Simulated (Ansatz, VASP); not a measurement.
One calculation of Sb, two programs

```
Sb
1.0
     5.19922    0.00000    0.00000
    -2.59961    4.50266    0.00000
     0.00000    0.00000    3.10317
Sb
3
Cartesian
  5.1992 0.0000 0.0000
  0.0000 3.0018 1.5516
  2.5996 1.5009 1.5516
```

Alike in both runs: task single point; functional PBEsol; k mesh 8 × 8 × 11; occupations fermi-dirac, width 0.1 eV; no spin polarisation.

|  | VASP | Ansatz |
| --- | --- | --- |
| version | VASP 6.6.1 | Ansatz 0.2.0 |
| potentials or method | VASP PAW PBE potentials, release 64 (Sb), cutoff 520 eV | plane waves (420 eV) with PAW, scalar-relativistic |
| valence electrons in the cell | 15 | 45 |

```csv
,VASP,Ansatz,Ansatz less VASP
pressure (GPa),6.7,6.6,-0.10
"traceless stress, the component that is largest in VASP (GPa)",-2.00,-2.00,+0.001
```

VASP's potentials were made for PBE, not for PBEsol, and Ansatz warns of the same on its side. VASP's potentials hold 15 valence electrons a cell and Ansatz's 45, so a difference there can come from the potentials and not from the codes.

Neither program's run includes spin-orbit coupling.
